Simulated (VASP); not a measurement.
Input of a VASP 6.6.1 run:

The input POSCAR:

```
LiCl
1.0
    0.0000000000      2.5647600000      2.6929980000
    2.5647600000      0.0000000000      2.6929980000
    2.5647600000      2.5647600000      0.0000000000
Li Cl
1 1
Direct
    0.0000000000      0.0000000000      0.0000000000
    0.5000000000      0.5000000000      0.5000000000
```

Contents of INCAR.step1:

```
PREC = Accurate
ENCUT = 520
ISMEAR = 0
SIGMA = 0.05
LREAL = F
LASPH = T
NELM = 100
NBANDS = 12
GGA = PE
ALGO = Normal
EDIFF = 1E-4
LWAVE = T
LCHARG = F
```

INCAR.step2

```
PREC = Accurate
ENCUT = 520
EDIFF = 1E-7
ISMEAR = 0
SIGMA = 0.05
LREAL = F
LASPH = T
NELM = 100
ALGO = Normal
ISIF = 2
LWAVE = F
LCHARG = T
METAGGA = R2SCAN
LMIXTAU = T
LELF = T
LVHAR = T
NBANDS = 12
ISTART = 1
```

File KPOINTS:

```
Automatic mesh
0
Gamma
  8 8 8
```

Potentials or basis: VASP PAW PBE potentials, release 64 (Li_sv, Cl).

Launch:

```console
$ cat potpaw_PBE.64/Li_sv/POTCAR potpaw_PBE.64/Cl/POTCAR > POTCAR
$ cp INCAR.step1 INCAR
$ mpirun -np 1 vasp_std > vasp.out
$ cp INCAR.step2 INCAR
$ mpirun -np 1 vasp_std > vasp.out
```

(1) What does it give for the band gap on the k mesh?

## Answers

(1) 6.93 eV, direct.

Caveat: the cell differs from its parent crystal (strain +0.000 along x and y, +0.050 along z).
